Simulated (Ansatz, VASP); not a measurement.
# Ir in VASP and in Ansatz

```
Ir
1.0
     0.00000    1.92208    1.92208
     1.92208    0.00000    1.92208
     1.92208    1.92208    0.00000
Ir
1
Direct
  0.00000 0.00000 0.00000
```

Alike in both runs: functional r2SCAN; k mesh 18 × 18 × 18; occupations gaussian, width 0.1 eV; no spin polarisation.

Ansatz relaxed the structure, and its values are those at the end. VASP's run is a single point on that final structure, the one shown.

|  | VASP | Ansatz |
| --- | --- | --- |
| version | VASP 6.6.1 | Ansatz 0.2.0 |
| potentials or method | VASP PAW PBE potentials, release 64 (Ir), cutoff 520 eV | scalar-relativistic, plane waves, PAW |
| valence electrons in the cell | 9 | 17 |

|  | VASP | Ansatz | Ansatz less VASP |
| --- | --- | --- | --- |
| gap on the k mesh at the Fermi level (eV) | none | none | - |
| pressure (GPa) | 2.5 | 0.0 | -2.49 |

VASP's potentials were made for PBE, not for r2SCAN. A gap of «none» marks a metal or a gap that the smearing closes. VASP's potentials hold 9 valence electrons a cell and Ansatz's 17, so a difference there can come from the potentials and not from the codes.

Spin-orbit coupling is off throughout.
